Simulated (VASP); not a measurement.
# C (Fd-3m) in VASP: a series of runs

C is run at these levels: PBEsol; tasks: single point.

Program: VASP 6.6.1. These are calculated values, not measurements. Logs are shortened: lines on timing, memory, paths and dates and some standing lists are left out, and cuts for length are marked.

## Step 1: The cell of the first run

Symmetry: Fd-3m, No. 227, cubic system. Conventional cell: a = 3.299 Å, b = 3.299 Å, c = 3.299 Å, α = 90.00°, β = 90.00°, γ = 90.00°. C (site symmetry -43m) has 4 C at 1.43 Å within 1.9 Å.

## Step 2: Single point, PBEsol (volume scaled by 0.800)

INCAR

```
PREC     = Accurate       # precision mode
ENCUT    = 520            # plane-wave cutoff, eV
EDIFF    = 1E-6           # SCF threshold, eV
ISMEAR   = 0              # smearing method
SIGMA    = 0.05           # smearing width, eV
LREAL    = F              # projectors in reciprocal space
LASPH    = T              # aspherical terms in the spheres
NELM     = 100            # most SCF steps
ALGO     = Normal         # electronic algorithm
ISIF     = 2              # what is computed and relaxed
LWAVE    = F              # write WAVECAR
LCHARG   = F              # write CHGCAR
GGA      = PS             # functional
NBANDS   = 11             # bands
```

KPOINTS

```
Automatic mesh
0
Gamma
  22 22 22
```

POSCAR

```
C
1.0
    0.0000000000      1.6494753875      1.6494753875
    1.6494753875      0.0000000000      1.6494753875
    1.6494753875      1.6494753875      0.0000000000
C
2
Direct
    0.0000000000      0.0000000000      0.0000000000
    0.2500000000      0.2500000000      0.2500000000
```

Potentials or basis: VASP PAW PBE potentials, release 64 (C).

The run is started by

```bash
$ cat potpaw_PBE.64/C/POTCAR > POTCAR
$ mpirun -np 1 vasp_std > vasp.out
```

OUTCAR:

```text
PREC = Accurate
   ENCUT = 520
   EDIFF = 1E-6
   ISMEAR = 0
   LREAL = F
   LASPH = T
   NELM = 100
   ISIF = 2
   GGA = PS

 ion  position               nearest neighbor table
   1  0.000  0.000  0.000-   2 1.43   2 1.43   2 1.43   2 1.43
   2  0.250  0.250  0.250-   1 1.43   1 1.43   1 1.43   1 1.43

  LATTYP: Found a face centered cubic cell.
 ALAT       =     3.2989507750

  Lattice vectors:

 A1 = (   0.0000000000,   1.6494753875,   1.6494753875)
 A2 = (   1.6494753875,   0.0000000000,   1.6494753875)
 A3 = (   1.6494753875,   1.6494753875,   0.0000000000)

Analysis of symmetry for initial positions (statically):
=====================================================================
 Subroutine PRICEL returns:
 Original cell was already a primitive cell.

 Routine SETGRP: Setting up the symmetry group for a
 face centered cubic supercell.

 Subroutine GETGRP returns: Found 48 space group operations
 (whereof 24 operations were pure point group operations)
 out of a pool of 48 trial point group operations.

The static configuration has the point symmetry T_d .
 The point group associated with its full space group is O_h .

Analysis of symmetry for dynamics (positions and initial velocities):
=====================================================================
 Subroutine PRICEL returns:
 Original cell was already a primitive cell.

 Routine SETGRP: Setting up the symmetry group for a
 face centered cubic supercell.

 Subroutine GETGRP returns: Found 48 space group operations
 (whereof 24 operations were pure point group operations)
 out of a pool of 48 trial point group operations.

The dynamic configuration has the point symmetry T_d .
 The point group associated with its full space group is O_h .

 Subroutine INISYM returns: Found 48 space group operations
 (whereof 24 operations are pure point group operations),
 and found     1 'primitive' translations

----------------------------------------------------------------------------------------

                                     Primitive cell

  volume of cell :       8.9757

  direct lattice vectors                    reciprocal lattice vectors
     0.000000000  1.649475387  1.649475387    -0.303126681  0.303126681  0.303126681
     1.649475387  0.000000000  1.649475387     0.303126681 -0.303126681  0.303126681
     1.649475387  1.649475387  0.000000000     0.303126681  0.303126681 -0.303126681

  length of vectors
     2.332710464  2.332710464  2.332710464     0.525030813  0.525030813  0.525030813

  position of ions in fractional coordinates (direct lattice)
     0.000000000  0.000000000  0.000000000
     0.250000000  0.250000000  0.250000000

  ion indices of the primitive-cell ions
   primitive index   ion index
                 1           1
                 2           2

----------------------------------------------------------------------------------------

 KPOINTS: Automatic mesh

Automatic generation of k-mesh.
 Grid dimensions read from file:
 generate k-points for:   22   22   22

 Generating k-lattice:

  Cartesian coordinates                     Fractional coordinates (reciprocal lattice)
    -0.013778486  0.013778486  0.013778486     0.045454545  0.000000000  0.000000000
     0.013778486 -0.013778486  0.013778486     0.000000000  0.045454545  0.000000000
     0.013778486  0.013778486 -0.013778486     0.000000000  0.000000000  0.045454545

  Length of vectors
     0.023865037  0.023865037  0.023865037

  Shift w.r.t. Gamma in fractional coordinates (k-lattice)
     0.000000000  0.000000000  0.000000000

 Subroutine IBZKPT returns following result:
 ===========================================

 Found    328 irreducible k-points:

 Following reciprocal coordinates:
            Coordinates               Weight
  0.000000  0.000000  0.000000      1.000000
  0.045455  0.000000  0.000000      8.000000
  0.090909  0.000000  0.000000      8.000000
  0.136364  0.000000  0.000000      8.000000
  0.181818  0.000000  0.000000      8.000000
  0.227273  0.000000  0.000000      8.000000
[... 16 lines left out ...]
  0.500000  0.045455  0.000000     24.000000
 -0.454545  0.045455  0.000000     24.000000
 [... further k-points ...]
   k-points           NKPTS =    328   k-points in BZ     NKDIM =    328   number of bands    NBANDS=     11
   number of dos      NEDOS =    301   number of ions     NIONS =      2
   total plane-waves  NPLWV =   5832
   dimension x,y,z NGX =    18 NGY =   18 NGZ =   18
   dimension x,y,z NGXF=    36 NGYF=   36 NGZF=   36
   ions per type =               2
   NGX,Y,Z   is equivalent  to a cutoff of  12.83, 12.83, 12.83 a.u.
   NGXF,Y,Z  is equivalent  to a cutoff of  25.66, 25.66, 25.66 a.u.
 SYSTEM =  unknown system
   PREC   = accura    normal or accurate (medium, high low for compatibility)
   ISTART =      0    job   : 0-new  1-cont  2-samecut
   ICHARG =      2    charge: 1-file 2-atom 10-const
   ISPIN  =      1    spin polarized calculation?
   LNONCOLLINEAR =      F non collinear calculations
   LSORBIT =      F    spin-orbit coupling
   LASPH  =      T    aspherical Exc in radial PAW
   ENCUT  =  520.0 eV  38.22 Ry    6.18 a.u.   4.34  4.34  4.34*2*pi/ulx,y,z
   NELM   =    100;   NELMIN=  2; NELMDL= -5     # of ELM steps
   EDIFF  = 0.1E-05   stopping-criterion for ELM
   LREAL  =      F    real-space projection
   EDIFFG = 0.1E-04   stopping-criterion for IOM
   NSW    =      0    number of steps for IOM
   IBRION =     -1    ionic relax: 0-MD 1-quasi-New 2-CG
   NFREE  =      0    steps in history (QN), initial steepest desc. (CG)
   ISIF   =      2    stress and relaxation
   ISYM   =      2    0-nonsym 1-usesym 2-fastsym
   POTIM  = 0.5000    time-step for ionic-motion
   TEBEG  =    0.0;   TEEND  =   0.0 temperature during run
   PSTRESS=    0.0 pullay stress
   NELECT =       8.0000    total number of electrons
   NUPDOWN=      -1.0000    fix difference up-down
   EMIN   =  10.00;   EMAX   =-10.00  energy-range for DOS
   EFERMI =   0.00;   METHOD = LEGACY
   ISMEAR =     0;   SIGMA  =   0.05  broadening in eV -4-tet -1-fermi 0-gaus
   EFERMI_NEDOS =   21; number of points for ismear=-14 and -15
   IALGO  =     38    algorithm
   IMIX   =      4    mixing-type and parameters
     AMIX     =   0.40;   BMIX     =  1.00
     AMIX_MAG =   1.60;   BMIX_MAG =  1.00
  volume/ion in A,a.u.               =       4.49        30.29
  Fermi-wavevector in a.u.,A,eV,Ry     =   1.575490  2.977244 33.771957  2.482169
  Thomas-Fermi vector in A             =   2.676466
   LORBIT       =      0    0 simple, 1 ext, 2 COOP (PROOUT), +10 PAW based schemes
   GGA     = PS    functional components
   LHFCALC =     F    Hartree Fock is set to
   AEXX    =    0.0000 exact exchange contribution
   IVDW    =     0    specifies the selected vdW correction
   LEPSILON=     F    determine dielectric tensor
   LRPA    =     F    only Hartree local field effects (RPA)
 non-spin polarized calculation
 Gauss-broadening in eV      SIGMA  =   0.05
  energy-cutoff  :      520.00
  volume of cell :        8.98
 maximum number of plane-waves:       259
 NGX is ok and might be reduce to    18
   NGX =  9   NGY =  9   NGZ =  9

 number of electron       8.0000003 magnetization

 Free energy of the ion-electron system (eV)
  ---------------------------------------------------
  ext. energy  EPLUGINS =         0.00000000
  ---------------------------------------------------
  free energy    TOTEN  =       -18.33677925 eV

  energy without entropy =      -18.33677925  energy(sigma->0) =      -18.33677925

 E-fermi :  13.6550     XC(G=0): -14.6212

 val. band max:       13.4027356808   @ k =   0.0000   0.0000   0.0000
 cond. band min:      17.9716613904   @ k =   0.3636   0.3636   0.0000
 fundamental gap:      4.5689257096
 Fermi energy:        13.6550380561

 k-point     1 :       0.0000    0.0000    0.0000
  band No.  band energies     occupation
      1     -11.5315      2.00000
      2      13.4027      2.00000
      3      13.4027      2.00000
      4      13.4027      2.00000
      5      19.5918      0.00000
      6      19.5918      0.00000
      7      19.5918      0.00000
      8      32.4689      0.00000
      9      35.7055      0.00000
     10      42.6522      0.00000
     11      42.6522      0.00000

 k-point     2 :       0.0455    0.0000    0.0000
  band No.  band energies     occupation
      1     -11.4647      2.00000
      2      12.8986      2.00000
      3      13.2672      2.00000
      4      13.2672      2.00000
      5      19.7678      0.00000
      6      19.7678      0.00000
      7      19.9544      0.00000
      8      32.4358      0.00000
      9      35.8137      0.00000
     10      41.2011      0.00000
     11      41.2011      0.00000

 k-point     3 :       0.0909    0.0000    0.0000
  band No.  band energies     occupation
      1     -11.2644      2.00000
      2      11.6554      2.00000
      3      12.9108      2.00000
      4      12.9108      2.00000
      5      20.2344      0.00000
      6      20.2344      0.00000
      7      20.7822      0.00000
      8      32.3415      0.00000
      9      36.1086      0.00000
     10      39.7164      0.00000
     11      39.7164      0.00000

 k-point     4 :       0.1364    0.0000    0.0000
  band No.  band energies     occupation
      1     -10.9310      2.00000
      2      10.0489      2.00000
      3      12.4345      2.00000
      4      12.4345      2.00000
      5      20.8581      0.00000
      6      20.8581      0.00000
      7      21.7263      0.00000
      8      32.1959      0.00000
      9      36.5112      0.00000
     10      38.5774      0.00000
     11      38.5774      0.00000
[... 239 lines left out ...]
 k-point    22 :       0.4545    0.0455    0.0000
  band No.  band energies     occupation
      1      -5.3977      2.00000
      2      -1.4587      2.00000
      3       9.7591      2.00000
      4       9.8872      2.00000
      5      22.5224      0.00000
      6      23.1280      0.00000
      7      25.7102      0.00000
      8      31.0005      0.00000
      9      38.3539      0.00000
     10      41.3603      0.00000
     11      42.6549      0.00000

 k-point    23 :       0.5000    0.0455    0.0000
  band No.  band energies     occupation
      1      -4.3044      2.00000
      2      -2.7344      2.00000
      3       9.7116      2.00000
      4       9.7880      2.00000
      5      22.6090      0.00000
      6      23.0064      0.00000
      7      25.8154      0.00000
      8      31.0026      0.00000
      9      38.5515      0.00000
     10      42.5153      0.00000
     11      42.6486      0.00000

 k-point    24 :      -0.4545    0.0455    0.0000
  band No.  band energies     occupation
      1      -4.6283      2.00000
      2      -2.3738      2.00000
      3       9.6223      2.00000
      4       9.9062      2.00000
      5      22.7243      0.00000
      6      22.8991      0.00000
      7      25.7910      0.00000
      8      31.0201      0.00000
      9      38.5482      0.00000
     10      41.9345      0.00000
     11      42.6276      0.00000

 [... further k-points ...]
[... 5 lines left out ...]
  --------------------------------------------------------------------------------------
  -------------------------------------------------------------------------------------
  Total        8.5367504      8.5367504      8.5367504     -0.0000000      0.0000000     -0.0000000
  in kB     1523.8269524   1523.8269524   1523.8269524     -0.0000000      0.0000000     -0.0000000
  external PRESSURE =    1523.8269524 kB  Pullay stress =       0.0000000 kB

 VOLUME and BASIS-vectors are now :
 -----------------------------------------------------------------------------
  energy-cutoff  :      520.00
  volume of cell :        8.98
      direct lattice vectors                 reciprocal lattice vectors
     0.000000000  1.649475387  1.649475387    -0.303126681  0.303126681  0.303126681
     1.649475387  0.000000000  1.649475387     0.303126681 -0.303126681  0.303126681
     1.649475387  1.649475387  0.000000000     0.303126681  0.303126681 -0.303126681

 POSITION                                       TOTAL-FORCE (eV/Angst)
 -----------------------------------------------------------------------------------
      0.00000      0.00000      0.00000        -0.000000     -0.000000     -0.000000
      0.82474      0.82474      0.82474         0.000000      0.000000      0.000000
 -----------------------------------------------------------------------------------
    total drift:                               -0.000000     -0.000000     -0.000000

  FREE ENERGIE OF THE ION-ELECTRON SYSTEM (eV)
  ---------------------------------------------------
  free  energy   TOTEN  =       -18.3367792525 eV

  energy  without entropy=      -18.3367792525  energy(sigma->0) =      -18.33677925
```

It took 31 s on 1 thread of Intel Xeon 8259CL, shared host; peak memory 0.13 GiB.

Results:

| Quantity | Value |
| --- | --- |
| Free energy | -18.3368 eV |
| Pressure | 152.4 GPa |
| Band gap on the k mesh | 4.57 eV, indirect (least direct gap 6.19 eV) |

Levels at points of the mesh, in eV from the valence-band top:
```csv
k point,band 2,band 3,band 4,band 5,band 6,band 7
"(0.00, 0.00, 0.00)",0.00,0.00,0.00,6.19,6.19,6.19
"(0.50, 0.00, 0.00)",-16.36,-3.47,-3.47,9.35,9.35,12.25
"(0.50, 0.50, 0.00)",-14.63,-7.90,-7.90,5.08,5.08,20.66
```

Caveat: the PAW data sets were made with another functional, which shifts forces and pressure a little.

## Step 3: Single point, PBEsol (volume scaled by 0.840)

INCAR

```
SYSTEM = C
PREC = Accurate
ENCUT = 520
EDIFF = 1E-6
ISMEAR = 0
SIGMA = 0.05
LREAL = .False.
LASPH = .True.
NELM = 80
ALGO = Normal
ISIF = 2
LWAVE = .False.
LCHARG = .False.
GGA = PS
NBANDS = 11
```

KPOINTS

```
regular mesh
0
Gamma
  22 22 22
  0 0 0
```

POSCAR

```
C
1.0
    0.0000000000      1.6765207745      1.6765207745
    1.6765207745      0.0000000000      1.6765207745
    1.6765207745      1.6765207745      0.0000000000
C
2
Direct
    0.0000000000      0.0000000000      0.0000000000
    0.2500000000      0.2500000000      0.2500000000
```

Potentials or basis: VASP PAW PBE potentials, release 64 (C).

The run is started by

```bash
$ cat potpaw_PBE.64/C/POTCAR > POTCAR
$ mpirun -np 1 vasp_std > vasp.out
```

It took 29 s on 1 thread of Intel Xeon 8259CL, shared host; peak memory 0.13 GiB.

Results (log left out):

| Quantity | Value |
| --- | --- |
| Free energy | -18.7024 eV |
| Pressure | 109.6 GPa |
| Band gap on the k mesh | 4.44 eV, indirect (least direct gap 6.05 eV) |

Levels at points of the mesh, in eV from the valence-band top:
```
           k point  band 1  band 2  band 3  band 4  band 5  band 6  band 7  band 8  band 9
(0.00, 0.00, 0.00)  -24.18    0.00    0.00    0.00    6.05    6.05    6.05   17.83   21.55
(0.50, 0.00, 0.00)  -17.19  -15.70   -3.32   -3.32    9.15    9.15   11.50   17.08   24.61
(0.50, 0.50, 0.00)  -14.21  -14.21   -7.55   -7.55    4.98    4.98   19.80   19.80   26.87
```

Caveat: the PAW data sets were made with another functional, which shifts forces and pressure a little. A k mesh can miss the band edges.

(Continued in part 2 of 2.)
